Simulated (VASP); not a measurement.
Crystal: Sb.

```
Sb
1.0
     3.12240    0.00000    0.00000
     0.00000    4.34752    0.00000
    -0.03891    0.00000    4.40585
Sb
2
Cartesian
  0.0262 1.0869 1.0625
  3.0573 3.2606 3.3433
```

```yaml
Program: VASP 6.6.1
Task: relaxation of cell and atoms
Functional: HSE06
Potentials_or_basis: VASP PAW PBE potentials, release 64 (Sb)
Cutoff: 600 eV
k_mesh: 5 × 3 × 3
Occupations: fermi-dirac, width 0.05 eV
Spin: no spin polarisation
```

At the start: pressure -1.6 GPa; volume 29.90 Å³/atom.

Q: Where does the relaxation end?

A: Over 28 steps the energy falls by 36.0 meV/atom and the volume is 29.59 Å³/atom (-1.0 %); space group P2_1/m (No. 11, to 0.1 Å) before and after.

Step by step:
| step | energy change (eV) | largest force (eV/Å) | pressure (GPa) | volume (Å³) |
| --- | --- | --- | --- | --- |
| 1 | 0.0000 | 0.2385 | -1.60 | 59.81 |
| 2 | -0.0156 | 0.1572 | 1.02 | 57.20 |
| 3 | -0.0320 | 0.1912 | 0.15 | 58.43 |
| 4 | -0.0320 | 0.1926 | 0.11 | 58.46 |
| 5 | -0.0356 | 0.2075 | 0.10 | 58.53 |
| 6 | -0.0471 | 0.2155 | 0.13 | 58.75 |
| 7 | -0.0632 | 0.0617 | 0.39 | 59.18 |
| 8 | -0.0642 | 0.0536 | 0.40 | 59.38 |
| 9 | -0.0632 | 0.0164 | -0.66 | 60.83 |
| 10 | -0.0655 | 0.0411 | -0.08 | 60.00 |
| 11 | -0.0663 | 0.0132 | 0.02 | 59.83 |
| 12 | -0.0663 | 0.0112 | 0.02 | 59.82 |
| 13 | -0.0671 | 0.0089 | -0.09 | 59.77 |
| 14 | -0.0683 | 0.0592 | -0.39 | 59.61 |
| 15 | -0.0685 | 0.0603 | -0.39 | 59.58 |
| 16 | -0.0689 | 0.0611 | -0.38 | 59.47 |
| 17 | -0.0687 | 0.0539 | -0.27 | 59.26 |
| 18 | -0.0690 | 0.0596 | -0.33 | 59.39 |
| 19 | -0.0693 | 0.0538 | -0.31 | 59.35 |
| 20 | -0.0702 | 0.0368 | -0.18 | 59.24 |
| 21 | -0.0711 | 0.0187 | 0.12 | 59.01 |
| 22 | -0.0712 | 0.0280 | 0.22 | 58.93 |
| 23 | -0.0715 | 0.0219 | 0.19 | 58.97 |
| 24 | -0.0719 | 0.0131 | 0.06 | 59.10 |
| 25 | -0.0719 | 0.0139 | 0.04 | 59.11 |
| 26 | -0.0719 | 0.0136 | 0.04 | 59.14 |
| 27 | -0.0720 | 0.0134 | -0.04 | 59.21 |
| 28 | -0.0720 | 0.0093 | -0.03 | 59.18 |

Final structure:
```cif
data_structure
_symmetry_space_group_name_H-M 'P 1'
_symmetry_Int_Tables_number 1
_cell_length_a 3.1924
_cell_length_b 4.1826
_cell_length_c 4.4382
_cell_angle_alpha 90.000
_cell_angle_beta 87.094
_cell_angle_gamma 90.000
_cell_volume 59.18
loop_
_atom_site_label
_atom_site_type_symbol
_atom_site_fract_x
_atom_site_fract_y
_atom_site_fract_z
_atom_site_occupancy
Sb1 Sb 0.99567 0.25000 0.21750 1
Sb2 Sb 0.00433 0.75000 0.78250 1
```

Caveat: the k points lie up to 0.50 Å⁻¹ apart in the final cell, too coarse for converged energies and pressures of a metal; the PAW data sets were made with another functional, which shifts forces and pressure a little.
